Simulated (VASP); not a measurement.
Write the native input for VASP 6.6.1 that does the following.

- Task: single point
- Functional: r2SCAN
- Potentials or basis: VASP PAW PBE potentials, release 64 (Be, Fe, In_d)
- Cutoff: 520 eV
- k mesh: 8 × 8 × 8
- Occupations: gaussian, width 0.0324 eV
- Spin: no spin polarisation
- Dipole correction: no
- Further INCAR settings: ALGO = Normal; EDIFF = 1e-06; NBANDS = 32

The system is BeIn3Fe.

```xyz
5
Lattice="0.0000 4.3916 0.0000 4.3916 0.0000 0.0000 2.1958 2.1958 -5.0155" Properties=species:S:1:pos:R:3 pbc="T T T"
Be    0.0000    0.0000    0.0000
Fe    4.3916    4.3916   -3.3744
In    2.1958    2.1958   -0.6714
In    2.1958    4.3916   -2.4390
In    4.3916    2.1958   -2.4390
```

These files were run (other wordings do the same):

POSCAR

```
BeIn3Fe
1.0
    0.0000000000      4.3915940000      0.0000000000
    4.3915940000      0.0000000000      0.0000000000
    2.1957970000      2.1957970000     -5.0155300000
Be Fe In
1 1 3
Direct
    0.0000000000      0.0000000000      0.0000000000
    0.6636000000      0.6636000000      0.6728000000
    0.4330700000      0.4330700000      0.1338600000
    0.7568600000      0.2568600000      0.4862800000
    0.2568600000      0.7568600000      0.4862800000
```

INCAR.step1

```
ALGO = Normal
EDIFF = 1E-4
ENCUT = 520
GGA = PE
ISMEAR = 0
LASPH = True
LCHARG = False
LREAL = False
LWAVE = True
NBANDS = 32
NELM = 80
PREC = Accurate
SIGMA = 0.0324
```

INCAR.step2

```
ALGO = Normal
EDIFF = 1E-6
ENCUT = 520
ISIF = 2
ISMEAR = 0
ISTART = 1
LASPH = True
LCHARG = False
LMIXTAU = True
LREAL = False
LWAVE = False
METAGGA = R2SCAN
NBANDS = 32
NELM = 80
PREC = Accurate
SIGMA = 0.0324
```

KPOINTS

```
k-points
0
Gamma
  8 8 8
```

Potentials or basis: VASP PAW PBE potentials, release 64 (Be, Fe, In_d).

Command:

```console
$ cat potpaw_PBE.64/Be/POTCAR potpaw_PBE.64/Fe/POTCAR potpaw_PBE.64/In_d/POTCAR > POTCAR
$ cp INCAR.step1 INCAR
$ mpirun -np 1 vasp_std > vasp.out
$ cp INCAR.step2 INCAR
$ mpirun -np 1 vasp_std > vasp.out
```

It gave:

- Pressure: 12.9 GPa
- Largest force: 0.851 eV/Å
- Band gap on the k mesh: zero (an odd number of electrons rules out a gap without spin polarisation)

Caveat: the cell stands under pressure; the PAW data sets were made with another functional, which shifts forces and pressure a little; spin-orbit coupling is left out, which moves the levels of the heavy elements; the run has no spin polarisation, though such a crystal can be magnetic.

Wall time 6.5 min on 1 thread of Intel(R) Xeon(R) Platinum 8488C (Sapphire Rapids) (shared host), peak memory 0.37 GiB.
